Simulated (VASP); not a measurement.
# PtS2: single point with PBE+D3(BJ)

PtS2, a slab with vacuum:

```
S Pt
1.0
     3.54153    0.00000    0.00000
    -1.77076    3.06705    0.00000
     0.00000    0.00000   22.46706
S Pt
4 2
Direct
  0.66667 0.33333 0.20029
  0.33333 0.66667 0.31083
  0.33333 0.83333 0.47507
  0.00000 0.16667 0.58562
  0.00000 0.00000 0.25556
  0.66667 0.50000 0.53035
```

This cell differs from its parent crystal: layers slid over each other.

- Program: VASP 6.6.1
- Task: single point
- Functional: PBE
- Dispersion: D3(BJ)
- Potentials or basis: VASP PAW PBE potentials, release 64 (S, Pt)
- Cutoff: 520 eV
- k mesh: 9 × 9 × 1
- Occupations: gaussian, width 0.05 eV
- Spin: no spin polarisation
- Dipole correction: yes
- Further INCAR settings: ALGO = Normal; EDIFF = 1e-07; NBANDS = 31

```json
{"Largest force": "0.044 eV/Å", "Band gap on the k mesh": "1.50 eV (least direct gap 1.60 eV)", "Dispersion energy per atom": "-0.309 eV"}
```

Forces in eV/Å, atoms in the order of the input:
```
S    0.003 -0.007  0.043
S    0.007 -0.016 -0.013
S   -0.007  0.016  0.013
S   -0.003  0.007 -0.043
Pt  -0.003  0.009  0.042
Pt   0.003 -0.009 -0.042
```

Levels at points of the mesh, in eV from the valence-band top:
| k point | band 18 | band 19 | band 20 | band 21 | band 22 | band 23 | band 24 | band 25 | band 26 | band 27 |
| --- | --- | --- | --- | --- | --- | --- | --- | --- | --- | --- |
| (0.00, 0.00, 0.00) | -0.53 | -0.46 | -0.45 | -0.43 | -0.43 | 3.01 | 3.02 | 3.05 | 3.06 | 5.26 |

Run time: 8.5 min on 1 thread of Intel(R) Xeon(R) Platinum 8259CL CPU @ 2.50GHz (Skylake/Cascade Lake), with other jobs on the host, peak memory 0.5 GiB.

Caveat: the cell differs from its parent crystal (layers slid over each other); spin-orbit coupling is left out, which moves the levels of the heavy elements.
